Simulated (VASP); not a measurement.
Input of a VASP 6.6.1 run:

File INCAR:

```
SYSTEM = Ni
ALGO = Normal
EDIFF = 1E-7
ENCUT = 520
GGA = PS
ISIF = 2
ISMEAR = -1
ISPIN = 2
LASPH = .True.
LCHARG = .False.
LMAXMIX = 4
LORBIT = 11
LREAL = .False.
LWAVE = .False.
MAGMOM = 1
NBANDS = 15
NELM = 150
PREC = Accurate
SIGMA = 0.05
```

The input KPOINTS:

```
k-points
0
Gamma
  11 11 11
  0 0 0
```

File POSCAR:

```
Ni
1.0
    0.0000000000      1.7375729330      1.7028214743
    1.7375729330      0.0000000000      1.7028214743
    1.7375729330      1.7375729330      0.0000000000
Ni
1
Direct
    0.0000000000      0.0000000000      0.0000000000
```

Potentials or basis: VASP PAW PBE potentials, release 64 (Ni).

Command:

```sh
$ cat potpaw_PBE.64/Ni/POTCAR > POTCAR
$ mpirun -np 1 vasp_std > vasp.out
```

(1) What does it give for the net moment?

(2) Predict the pressure.

## Answers

(1) 0.57 μB per cell.

(2) 1.9 GPa.

Caveat: the PAW data sets were made with another functional, which shifts forces and pressure a little.
